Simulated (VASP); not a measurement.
# Al3H2 (P-3m1) in VASP: a series of runs

The runs below take Al3H2 through single point, relaxation of cell and atoms, with PBE.

Program: VASP 6.6.1. These are calculated values, not measurements. Logs are shortened: lines on timing, memory, paths and dates and some standing lists are left out, and cuts for length are marked.

## Step 1: The cell of the first run

It takes space group P-3m1 (No. 164, trigonal). The conventional cell has a = 2.802 Å, b = 2.802 Å, c = 11.592 Å, α = 90.00°, β = 90.00°, γ = 120.00°. Within 3.7 Å of Al (site symmetry 3m) lie 9 Al at 2.80 to 2.90 Å and 3 H at 3.42 Å. Within 3.7 Å of Al (site symmetry -3m) lie 12 Al at 2.80 to 2.90 Å. H (site symmetry 3m) has 1 H at 0.75 Å within 1.0 Å.

## Step 2: Single point, PBE

The input, INCAR:

```
PREC = Accurate ; ENCUT = 520
EDIFF = 1E-6 ; ISMEAR = 0
SIGMA = 0.2 ; LREAL = False
LASPH = True ; NELM = 100
ALGO = Normal ; ISIF = 2
LWAVE = False ; LCHARG = True
GGA = PE ; LELF = True
LVHAR = True ; NBANDS = 14
```

The input, KPOINTS:

```
Automatic mesh
0
Gamma
  6 6 2
```

The input, POSCAR:

```
Al3H2
1.0
    2.8018180584      0.0000000000      0.0000000000
   -1.4009090292      2.4264456154      0.0000000000
    0.0000000000      0.0000000000     11.5921046542
Al H
3 2
Direct
    0.6666666667      0.3333333333      0.7920358888
    0.3333333333      0.6666666667      0.2079641112
    0.0000000000      0.0000000000      0.0000000000
    0.0000000000      0.0000000000      0.4675957870
    0.0000000000      0.0000000000      0.5324042130
```

Potentials or basis: VASP PAW PBE potentials, release 64 (Al, H).

Command:

```bash
$ cat potpaw_PBE.64/Al/POTCAR potpaw_PBE.64/H/POTCAR > POTCAR
$ mpirun -np 1 vasp_std > vasp.out
```

OUTCAR:

```text
PREC = Accurate
   ENCUT = 520
   EDIFF = 1E-6
   ISMEAR = 0
   LREAL = False
   LASPH = True
   NELM = 100
   ISIF = 2
   GGA = PE

 ion  position               nearest neighbor table
   1  0.667  0.333  0.792-   3 2.90   3 2.90   3 2.90
   2  0.333  0.667  0.208-   3 2.90   3 2.90   3 2.90
   3  0.000  0.000  0.000-   1 2.90   2 2.90   1 2.90   2 2.90   1 2.90   2 2.90
   4  0.000  0.000  0.468-   5 0.75
   5  0.000  0.000  0.532-   4 0.75

  LATTYP: Found a hexagonal cell.
 ALAT       =     2.8018180584
 C/A-ratio  =     4.1373509673

  Lattice vectors:

 A1 = (   2.8018180584,   0.0000000000,   0.0000000000)
 A2 = (  -1.4009090292,   2.4264456154,   0.0000000000)
 A3 = (   0.0000000000,   0.0000000000,  11.5921046542)

Analysis of symmetry for initial positions (statically):
=====================================================================
 Subroutine PRICEL returns:
 Original cell was already a primitive cell.

 Routine SETGRP: Setting up the symmetry group for a
 hexagonal supercell.

 Subroutine GETGRP returns: Found 12 space group operations
 (whereof 12 operations were pure point group operations)
 out of a pool of 24 trial point group operations.

The static configuration has the point symmetry D_3d.

Analysis of symmetry for dynamics (positions and initial velocities):
=====================================================================
 Subroutine PRICEL returns:
 Original cell was already a primitive cell.

 Routine SETGRP: Setting up the symmetry group for a
 hexagonal supercell.

 Subroutine GETGRP returns: Found 12 space group operations
 (whereof 12 operations were pure point group operations)
 out of a pool of 24 trial point group operations.

The dynamic configuration has the point symmetry D_3d.

 Subroutine INISYM returns: Found 12 space group operations
 (whereof 12 operations are pure point group operations),
 and found     1 'primitive' translations

----------------------------------------------------------------------------------------

                                     Primitive cell

  volume of cell :      78.8084

  direct lattice vectors                    reciprocal lattice vectors
     2.801818058  0.000000000  0.000000000     0.356911112  0.206062727  0.000000000
    -1.400909029  2.426445615  0.000000000     0.000000000  0.412125454  0.000000000
     0.000000000  0.000000000 11.592104654     0.000000000  0.000000000  0.086265612

  length of vectors
     2.801818058  2.801818058 11.592104654     0.412125454  0.412125454  0.086265612

  position of ions in fractional coordinates (direct lattice)
     0.666666667  0.333333333  0.792035889
     0.333333333  0.666666667  0.207964111
     0.000000000  0.000000000  0.000000000
     0.000000000  0.000000000  0.467595787
     0.000000000  0.000000000  0.532404213

  ion indices of the primitive-cell ions
   primitive index   ion index
                 1           1
                 2           2
                 3           3
                 4           4
                 5           5

----------------------------------------------------------------------------------------

 KPOINTS: Automatic mesh

Automatic generation of k-mesh.
 Grid dimensions read from file:
 generate k-points for:    6    6    2

 Generating k-lattice:

  Cartesian coordinates                     Fractional coordinates (reciprocal lattice)
     0.059485185  0.034343788  0.000000000     0.166666667  0.000000000  0.000000000
     0.000000000  0.068687576  0.000000000     0.000000000  0.166666667  0.000000000
     0.000000000  0.000000000  0.043132806     0.000000000  0.000000000  0.500000000

  Length of vectors
     0.068687576  0.068687576  0.043132806

  Shift w.r.t. Gamma in fractional coordinates (k-lattice)
     0.000000000  0.000000000  0.000000000

 Subroutine IBZKPT returns following result:
 ===========================================

 Found     14 irreducible k-points:

 Following reciprocal coordinates:
            Coordinates               Weight
  0.000000  0.000000  0.000000      1.000000
  0.166667  0.000000  0.000000      6.000000
  0.333333  0.000000  0.000000      6.000000
  0.500000 -0.000000  0.000000      3.000000
  0.166667  0.166667  0.000000      6.000000
  0.333333  0.166667  0.000000     12.000000
  0.333333  0.333333  0.000000      2.000000
  0.000000  0.000000  0.500000      1.000000
  0.166667  0.000000  0.500000      6.000000
  0.333333  0.000000  0.500000      6.000000
  0.500000 -0.000000  0.500000      3.000000
  0.166667  0.166667  0.500000      6.000000
  0.333333  0.166667  0.500000     12.000000
  0.333333  0.333333  0.500000      2.000000
   k-points           NKPTS =     14   k-points in BZ     NKDIM =     14   number of bands    NBANDS=     14
   number of dos      NEDOS =    301   number of ions     NIONS =      5
   total plane-waves  NPLWV =  51840
   dimension x,y,z NGX =    24 NGY =   24 NGZ =   90
   dimension x,y,z NGXF=    48 NGYF=   48 NGZF=  180
   ions per type =               3   2
   NGX,Y,Z   is equivalent  to a cutoff of  14.24, 14.24, 12.91 a.u.
   NGXF,Y,Z  is equivalent  to a cutoff of  28.48, 28.48, 25.81 a.u.
 SYSTEM =  unknown system
   PREC   = accura    normal or accurate (medium, high low for compatibility)
   ISTART =      0    job   : 0-new  1-cont  2-samecut
   ICHARG =      2    charge: 1-file 2-atom 10-const
   ISPIN  =      1    spin polarized calculation?
   LNONCOLLINEAR =      F non collinear calculations
   LSORBIT =      F    spin-orbit coupling
   LASPH  =      T    aspherical Exc in radial PAW
   ENCUT  =  520.0 eV  38.22 Ry    6.18 a.u.   5.21  5.21 21.55*2*pi/ulx,y,z
   NELM   =    100;   NELMIN=  2; NELMDL= -5     # of ELM steps
   EDIFF  = 0.1E-05   stopping-criterion for ELM
   LREAL  =      F    real-space projection
   EDIFFG = 0.1E-04   stopping-criterion for IOM
   NSW    =      0    number of steps for IOM
   IBRION =     -1    ionic relax: 0-MD 1-quasi-New 2-CG
   NFREE  =      0    steps in history (QN), initial steepest desc. (CG)
   ISIF   =      2    stress and relaxation
   ISYM   =      2    0-nonsym 1-usesym 2-fastsym
   POTIM  = 0.5000    time-step for ionic-motion
   TEBEG  =    0.0;   TEEND  =   0.0 temperature during run
   PSTRESS=    0.0 pullay stress
   NELECT =      11.0000    total number of electrons
   NUPDOWN=      -1.0000    fix difference up-down
   EMIN   =  10.00;   EMAX   =-10.00  energy-range for DOS
   EFERMI =   0.00;   METHOD = LEGACY
   ISMEAR =     0;   SIGMA  =   0.20  broadening in eV -4-tet -1-fermi 0-gaus
   EFERMI_NEDOS =   21; number of points for ismear=-14 and -15
   IALGO  =     38    algorithm
   IMIX   =      4    mixing-type and parameters
     AMIX     =   0.40;   BMIX     =  1.00
     AMIX_MAG =   1.60;   BMIX_MAG =  1.00
  volume/ion in A,a.u.               =      15.76       106.37
  Fermi-wavevector in a.u.,A,eV,Ry     =   0.849209  1.604773  9.811932  0.721157
  Thomas-Fermi vector in A             =   1.964994
   LORBIT       =      0    0 simple, 1 ext, 2 COOP (PROOUT), +10 PAW based schemes
   GGA     = PE    functional components
   LHFCALC =     F    Hartree Fock is set to
   AEXX    =    0.0000 exact exchange contribution
   IVDW    =     0    specifies the selected vdW correction
   LEPSILON=     F    determine dielectric tensor
   LRPA    =     F    only Hartree local field effects (RPA)
 non-spin polarized calculation
 Gauss-broadening in eV      SIGMA  =   0.20
  energy-cutoff  :      520.00
  volume of cell :       78.81
 maximum number of plane-waves:      2160
 NGX is ok and might be reduce to    24
   NGX = 11   NGY = 11   NGZ = 43

 number of electron      11.0000001 magnetization

 Free energy of the ion-electron system (eV)
  ---------------------------------------------------
  ext. energy  EPLUGINS =         0.00000000
  ---------------------------------------------------
  free energy    TOTEN  =       -17.39161981 eV

  energy without entropy =      -17.35083749  energy(sigma->0) =      -17.37122865

 E-fermi :   3.8156     XC(G=0):  -8.4905

 val. band max:        3.7656569247   @ k =   0.3333   0.1667   0.0000
 cond. band min:       4.1392070228   @ k =   0.3333   0.0000   0.0000
 fundamental gap:      0.3735500982
 Fermi energy:         3.8155587071

 k-point     1 :       0.0000    0.0000    0.0000
  band No.  band energies     occupation
      1      -6.6791      2.00000
      2      -5.0529      2.00000
      3      -3.7906      2.00000
      4      -2.3866      2.00000
      5       0.4902      2.00000
      6       4.4926      0.00000
      7       6.3507      0.00000
      8      11.9218      0.00000
      9      11.9892      0.00000
     10      15.9689      0.00000
     11      15.9689      0.00000
     12      16.0466      0.00000
     13      16.0466      0.00000
     14      17.0694      0.00000

 k-point     2 :       0.1667    0.0000    0.0000
  band No.  band energies     occupation
      1      -5.9846      2.00000
      2      -4.3629      2.00000
      3      -3.3435      2.00000
      4      -1.7499      2.00000
      5       1.1486      2.00000
      6       5.0877      0.00000
      7       6.9727      0.00000
      8      10.0025      0.00000
      9      11.2584      0.00000
     10      12.2067      0.00000
     11      12.5383      0.00000
     12      13.0596      0.00000
     13      13.4475      0.00000
     14      14.4660      0.00000
[... 173 lines left out ...]
      1      -1.8874      2.00000
      2      -1.7305      2.00000
      3      -0.2722      2.00000
      4       1.7133      2.00000
      5       2.4072      2.00000
      6       3.7569      1.32180
      7       5.1876      0.00000
      8       5.7018      0.00000
      9       6.4334      0.00000
     10       7.7061      0.00000
     11       8.3645      0.00000
     12       9.0902      0.00000
     13       9.9464      0.00000
     14      11.0103      0.00000

 k-point    14 :       0.3333    0.3333    0.5000
  band No.  band energies     occupation
      1      -1.4050      2.00000
      2       1.3460      2.00000
      3       1.3460      2.00000
      4       1.5230      2.00000
      5       2.4632      2.00000
      6       3.2103      1.99998
      7       3.2103      1.99998
      8       5.5849      0.00000
      9       5.5849      0.00000
     10       5.7983      0.00000
     11       8.2961      0.00000
     12       8.2961      0.00000
     13       8.5021      0.00000
     14      11.2419      0.00000

------------------------ aborting loop because EDIFF is reached ----------------------------------------

  FORCE on cell =-STRESS in cart. coord.  units (eV):
  Direction    XX          YY          ZZ          XY          YZ          ZX
  --------------------------------------------------------------------------------------
  -------------------------------------------------------------------------------------
  Total       -0.0335536     -0.0335536      0.0659006      0.0000000     -0.0000000     -0.0000000
  in kB       -0.6821460     -0.6821460      1.3397598      0.0000000     -0.0000000     -0.0000000
  external PRESSURE =      -0.0081774 kB  Pullay stress =       0.0000000 kB

 VOLUME and BASIS-vectors are now :
 -----------------------------------------------------------------------------
  energy-cutoff  :      520.00
  volume of cell :       78.81
      direct lattice vectors                 reciprocal lattice vectors
     2.801818058  0.000000000  0.000000000     0.356911112  0.206062727  0.000000000
    -1.400909029  2.426445615  0.000000000     0.000000000  0.412125454  0.000000000
     0.000000000  0.000000000 11.592104654     0.000000000  0.000000000  0.086265612

 POSITION                                       TOTAL-FORCE (eV/Angst)
 -----------------------------------------------------------------------------------
      1.40091      0.80882      9.18136        -0.000000     -0.000000      0.004149
     -0.00000      1.61763      2.41074         0.000000      0.000000     -0.004149
      0.00000      0.00000      0.00000         0.000000      0.000000     -0.000000
      0.00000      0.00000      5.42042         0.000000      0.000000     -0.017909
      0.00000      0.00000      6.17169        -0.000000      0.000000      0.017909
 -----------------------------------------------------------------------------------
    total drift:                               -0.000000      0.000000      0.000000

  FREE ENERGIE OF THE ION-ELECTRON SYSTEM (eV)
  ---------------------------------------------------
  free  energy   TOTEN  =       -17.3916198087 eV

  energy  without entropy=      -17.3508374942  energy(sigma->0) =      -17.37122865
```

It took 8.9 s on 1 thread of Intel Xeon 6975P-C (Granite Rapids), shared host; peak memory 0.21 GiB.

Results:

| Property | Result |
| --- | --- |
| Free energy | -17.3916 eV |
| Pressure | 0.0 GPa |
| Largest force | 0.018 eV/Å |
| Band gap on the k mesh | zero (an odd number of electrons rules out a gap without spin polarisation) |

Forces on the atoms (eV/Å):
```
Al   0.000  0.000  0.004
Al   0.000  0.000 -0.004
Al   0.000  0.000  0.000
H    0.000  0.000 -0.018
H    0.000  0.000  0.018
```

Stress tensor (GPa, compression positive):
```
-0.07  0.00  0.00
 0.00 -0.07  0.00
 0.00  0.00  0.13
```

Caveat: the k points lie up to 0.43 Å⁻¹ apart, too coarse for converged energies and pressures of a metal.

(Part 1 of 2 ends here.)
